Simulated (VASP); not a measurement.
The system is Zn2GeN2.

```
Zn Ge N
1.0
    -1.91193    1.91193    4.57577
     1.91193   -1.91193    4.57577
     1.91193    1.91193   -4.57577
Zn Ge N
2 1 2
Cartesian
  0.0000 0.0000 3.3861
  0.0000 0.0000 5.7655
  0.0000 0.0000 0.0000
  0.0000 1.9119 2.2879
  1.9119 0.0000 2.2879
```

The cell was generated, and may not be a known phase.

* Program: VASP 6.6.1
* Task: relaxation of cell and atoms
* Functional: PBE
* Potentials or basis: VASP PAW PBE potentials, release 64 (Zn, Ge_d, N)
* Cutoff: 600 eV
* k mesh: 6 × 6 × 6
* Occupations: gaussian, width 0.1 eV
* Spin: no spin polarisation

At the start: pressure -6.7 GPa; volume 13.38 Å³/atom.

Problem. Where does the relaxation end?

Solution. Over 33 steps the energy falls by 149.8 meV/atom and the volume is 13.04 Å³/atom (-2.5 %); space group I4/mmm (No. 139, to 0.1 Å) before and after.

Step by step:
| step | energy change (eV) | largest force (eV/Å) | pressure (GPa) | volume (Å³) |
| --- | --- | --- | --- | --- |
| 1 | 0.0000 | 1.9218 | -6.71 | 66.91 |
| 2 | -0.3329 | 0.6448 | 2.83 | 61.62 |
| 3 | -0.3332 | 0.5931 | 3.32 | 61.42 |
| 4 | -0.3979 | 0.4020 | 1.25 | 63.04 |
| 5 | -0.4384 | 0.2541 | -2.50 | 66.76 |
| 6 | -0.4866 | 0.0663 | -0.49 | 66.24 |
| 7 | -0.5511 | 0.2494 | 4.93 | 64.97 |
| 8 | -0.0586 | 2.0864 | 17.28 | 62.20 |
| 9 | -0.5669 | 0.2276 | 4.87 | 64.80 |
| 10 | -0.5131 | 0.9672 | 10.12 | 63.54 |
| 11 | -0.5769 | 0.2965 | 5.74 | 64.57 |
| 12 | -0.5769 | 0.5214 | 7.40 | 64.16 |
| 13 | -0.5800 | 0.3803 | 6.68 | 64.39 |
| 14 | -0.5911 | 0.4278 | 6.52 | 64.44 |
| 15 | -0.6082 | 0.6134 | 6.61 | 64.58 |
| 16 | -0.6230 | 0.5723 | 6.00 | 64.82 |
| 17 | -0.6596 | 0.4530 | 4.07 | 65.55 |
| 18 | -0.7008 | 0.2281 | 0.78 | 67.03 |
| 19 | -0.6703 | 0.1604 | -4.73 | 70.05 |
| 20 | -0.7065 | 0.0999 | -1.10 | 67.94 |
| 21 | -0.7066 | 0.1105 | -0.76 | 67.87 |
| 22 | -0.7095 | 0.1186 | -0.98 | 67.77 |
| 23 | -0.7171 | 0.1427 | -0.79 | 67.49 |
| 24 | -0.7281 | 0.1921 | -0.53 | 66.93 |
| 25 | -0.7303 | 0.2937 | 0.20 | 65.78 |
| 26 | -0.7328 | 0.2509 | -0.19 | 66.27 |
| 27 | -0.7376 | 0.2187 | -0.12 | 66.00 |
| 28 | -0.7468 | 0.1119 | 0.27 | 65.20 |
| 29 | -0.7348 | 0.1905 | 1.14 | 63.61 |
| 30 | -0.7479 | 0.0679 | 0.33 | 64.88 |
| 31 | -0.7480 | 0.0395 | 0.51 | 64.71 |
| 32 | -0.7480 | 0.0497 | 0.43 | 64.77 |
| 33 | -0.7488 | 0.0188 | -0.28 | 65.21 |

Final structure:
```
CELL_PARAMETERS angstrom
-1.99638 1.99638 4.09038
1.99638 -1.99638 4.09038
1.99638 1.99638 -4.09038
ATOMIC_POSITIONS crystal
Zn 0.33005 0.33005 0.00000
Zn 0.66995 0.66995 0.00000
Ge 0.00000 0.00000 0.00000
N 0.75000 0.25000 0.50000
N 0.25000 0.75000 0.50000
```
